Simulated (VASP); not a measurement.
Ag2BrCl, 4 atoms in the cell. The structure is trigonal, space group R-3m (No. 166). The conventional cell has a = 4.015 Å, b = 4.015 Å, c = 19.552 Å, α = 90.00°, β = 90.00°, γ = 120.00°. Cl (site symmetry -3m) has 6 Ag at 2.79 Å within 3.7 Å. Br (site symmetry -3m) has 6 Ag at 2.87 Å within 3.8 Å. Ag (site symmetry 3m) has 3 Cl at 2.79 Å and 3 Br at 2.87 Å within 3.7 Å. 

| Property | Result |
| --- | --- |
| Program | VASP 6.6.1 |
| Task | single point |
| Functional | r2SCAN |
| Potentials or basis | VASP PAW PBE potentials, release 64 (Cl, Br, Ag) |
| Cutoff | 520 eV |
| k mesh | 6 × 6 × 6 |
| Occupations | gaussian, width 0.01 eV |
| Spin | no spin polarisation |
| Dipole correction | no |
| Further INCAR settings | ALGO = Normal; EDIFF = 1e-07; NBANDS = 26 |

Potentials or basis: VASP PAW PBE potentials, release 64 (Cl, Br, Ag).

Command:

```sh
$ cat potpaw_PBE.64/Cl/POTCAR potpaw_PBE.64/Br/POTCAR potpaw_PBE.64/Ag/POTCAR > POTCAR
$ cp INCAR.step1 INCAR
$ mpirun -np 1 vasp_std > vasp.out
$ cp INCAR.step2 INCAR
$ mpirun -np 1 vasp_std > vasp.out
```

Hardware: 1 thread of Intel(R) Xeon(R) 6975P-C (Granite Rapids), on a shared host.

**Question.** Estimate the wall time of this run.

**Answer.** Run time: 7.8 min on 1 thread of Intel(R) Xeon(R) 6975P-C (Granite Rapids), with other jobs on the host, peak memory 0.47 GiB. Counts: k points 32.
